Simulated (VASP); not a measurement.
Crystal: PtSe2.

```
Pt Se
1.0
     3.77156    0.00000    0.00000
    -1.88578    3.26626    0.00000
     0.00000    0.00000    4.82738
Pt Se
1 2
Cartesian
  0.0000 0.0000 0.0000
  0.0000 2.1775 1.2795
  1.8858 1.0888 3.5479
```

- Program: VASP 6.6.1
- Task: relaxation of cell and atoms
- Functional: r2SCAN
- Dispersion: rVV10
- Potentials or basis: VASP PAW PBE potentials, release 64 (Pt, Se)
- Cutoff: 600 eV
- k mesh: 12 × 12 × 6
- Occupations: fermi-dirac, width 0.02 eV
- Spin: no spin polarisation

At the start: pressure 0.7 GPa; volume 19.82 Å³/atom.

How do energy, volume and symmetry change on relaxing?

Over 16 steps the energy falls by 12.3 meV/atom and the volume is 21.30 Å³/atom (+7.5 %); space group P-3m1 (No. 164, to 0.1 Å) before and after.

The path:
```tsv
step	energy change (eV)	largest force (eV/Å)	pressure (GPa)	volume (Å³)
1	0.0000	0.1789	0.69	59.47
2	-0.0085	0.2114	-0.21	60.21
3	-0.0153	0.3077	-2.10	62.00
4	-0.0179	0.2867	-1.93	62.06
5	-0.0248	0.2227	-1.44	62.24
6	-0.0336	0.0826	-0.37	62.59
7	-0.0303	0.2208	2.07	63.23
8	-0.0356	0.0397	0.60	62.85
9	-0.0362	0.0246	0.40	63.09
10	-0.0369	0.0126	-0.06	63.70
11	-0.0369	0.0155	-0.08	63.75
12	-0.0369	0.0209	-0.14	63.83
13	-0.0369	0.0188	-0.12	63.80
14	-0.0369	0.0111	-0.05	63.85
15	-0.0369	0.0012	0.04	63.92
16	-0.0370	0.0021	0.01	63.90
```

Final structure:
```xyz
3
Lattice="3.7321 0.0000 0.0000 -1.8660 3.2321 0.0000 0.0000 0.0000 5.2974" Properties=species:S:1:pos:R:3 pbc="T T T"
Pt    0.0000    0.0000    0.0000
Se    0.0000    2.1547    1.3015
Se    1.8660    1.0774    3.9960
```

Caveat: the PAW data sets were made with another functional, which shifts forces and pressure a little.
